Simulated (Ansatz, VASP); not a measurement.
# One calculation of Li2O, two programs

```
CELL_PARAMETERS angstrom
0.00000 2.35480 2.35480
2.35480 0.00000 2.35480
2.35480 2.35480 0.00000
ATOMIC_POSITIONS crystal
Li 0.25000 0.25000 0.25000
Li 0.75000 0.75000 0.75000
O 0.00000 0.00000 0.00000
```

Change from the starting cell: volume scaled by 1.06.

Alike in both runs: task single point; functional PBEsol; k mesh 9 × 9 × 9; occupations fermi-dirac, width 0.03 eV; no spin polarisation.

|  | VASP | Ansatz |
| --- | --- | --- |
| version | VASP 6.6.1 | Ansatz 0.2.0 |
| potentials or method | VASP PAW PBE potentials, release 64 (Li_sv, O), cutoff 750 eV | all-electron LAPW, scalar-relativistic |

|  | VASP | Ansatz | Ansatz less VASP |
| --- | --- | --- | --- |
| gap on the k mesh at the Fermi level (eV) | 4.75 | 4.74 | -0.002 |
| pressure (GPa) | -5.9 | -6.0 | -0.07 |

VASP's potentials were made for PBE, not for PBEsol. Ansatz ran all-electron here, and VASP with PAW potentials.
